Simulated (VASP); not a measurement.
Write the native input for VASP 6.6.1 that does the following.

| Quantity | Value |
| --- | --- |
| Task | single point |
| Functional | PBE |
| Potentials or basis | VASP PAW PBE potentials, release 64 (Mg, I) |
| Cutoff | 520 eV |
| k mesh | 6 × 6 × 4 |
| Occupations | gaussian, width 0.05 eV |
| Spin | no spin polarisation |
| Dipole correction | no |
| Further INCAR settings | ALGO = Normal; EDIFF = 1e-07; NBANDS = 15 |

The structure of MgI2 lies in POSCAR:

```
MgI2
1.0
    4.2734827252      0.0000000000      0.0000000000
   -2.1367413626      3.7009446027      0.0000000000
    0.0000000000      0.0000000000      7.9347883382
Mg I
1 2
Direct
    0.0000000000      0.0000000000      0.0000000000
    0.3333333333      0.6666666667      0.7935475476
    0.6666666667      0.3333333333      0.2064524524
```

These files were run (other wordings do the same):

INCAR

```
SYSTEM = MgI2
ALGO = Normal
EDIFF = 1E-7
ENCUT = 520
GGA = PE
ISIF = 2
ISMEAR = 0
LASPH = .TRUE.
LCHARG = .FALSE.
LREAL = .FALSE.
LWAVE = .FALSE.
NBANDS = 15
NELM = 100
PREC = Accurate
SIGMA = 0.05
```

KPOINTS

```
k-points
0
G
  6 6 4
  0 0 0
```

Potentials or basis: VASP PAW PBE potentials, release 64 (Mg, I).

Run with:

```console
$ cat potpaw_PBE.64/Mg/POTCAR potpaw_PBE.64/I/POTCAR > POTCAR
$ mpirun -np 1 vasp_std > vasp.out
```

Results of the run:

* Pressure: -0.4 GPa
* Largest force: 0.047 eV/Å
* Band gap on the k mesh: 3.67 eV, indirect (least direct gap 3.70 eV)

Caveat: spin-orbit coupling is left out, which moves the levels of the heavy elements; this functional lacks dispersion, which binds the layers, so the pressure and a relaxed spacing across them are unreliable.

It took 26 s on 1 thread of AMD EPYC 9R45 96-Core Processor (Zen 5), with other jobs on the host, peak memory 0.22 GiB.
